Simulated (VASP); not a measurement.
Write the native input for VASP 6.6.1 that does the following.

```yaml
Task: single point
Functional: PBE
Potentials_or_basis: VASP PAW PBE potentials, release 64 (Mo_sv, N_h)
Cutoff: 1330 eV
k_mesh: 6 × 6 × 10
Occupations: fermi-dirac, width 0.05 eV
Spin: no spin polarisation
Dipole_correction: no
Further_INCAR_settings: ALGO = Normal; EDIFF = 1e-06; NBANDS = 33
```

The structure of MoN2 lies in POSCAR:

```
MoN2
1.0
    4.3333745845      0.0000000000      0.0000000000
    0.0000000000      4.3333745845      0.0000000000
    0.0000000000      0.0000000000      2.7525892219
Mo N
2 4
Direct
    0.0000000000      0.0000000000      0.0000000000
    0.5000000000      0.5000000000      0.0000000000
    0.6121349313      0.8878650687      0.5000000000
    0.3878650687      0.1121349313      0.5000000000
    0.1121349313      0.6121349313      0.5000000000
    0.8878650687      0.3878650687      0.5000000000
```

One way to write it, as run:

INCAR

```
PREC     = Accurate       # precision mode
ENCUT    = 1330           # plane-wave cutoff, eV
EDIFF    = 1E-6           # SCF threshold, eV
ISMEAR   = -1             # smearing method
SIGMA    = 0.05           # smearing width, eV
LREAL    = F              # projectors in reciprocal space
LASPH    = T              # aspherical terms in the spheres
NELM     = 120            # most SCF steps
ALGO     = Normal         # electronic algorithm
ISIF     = 2              # what is computed and relaxed
LWAVE    = F              # write WAVECAR
LCHARG   = F              # write CHGCAR
GGA      = PE             # functional
NBANDS   = 33             # bands
GGA_COMPAT= F
```

KPOINTS

```
regular mesh
0
Gamma
  6 6 10
```

Potentials or basis: VASP PAW PBE potentials, release 64 (Mo_sv, N_h).

The run is started by

```console
$ cat potpaw_PBE.64/Mo_sv/POTCAR potpaw_PBE.64/N_h/POTCAR > POTCAR
$ mpirun -np 1 vasp_std > vasp.out
```

Results of the run:

```yaml
Pressure: 0.4 GPa
Largest_force: 0.004 eV/Å
Band_gap_on_the_k_mesh: zero (bands 24 and 25 overlap by 2.02 eV)
```

Wall time 9.7 min on 1 thread of AMD EPYC 7R43 64-Core Processor (Zen 3), with other jobs on the host, peak memory 0.49 GiB.
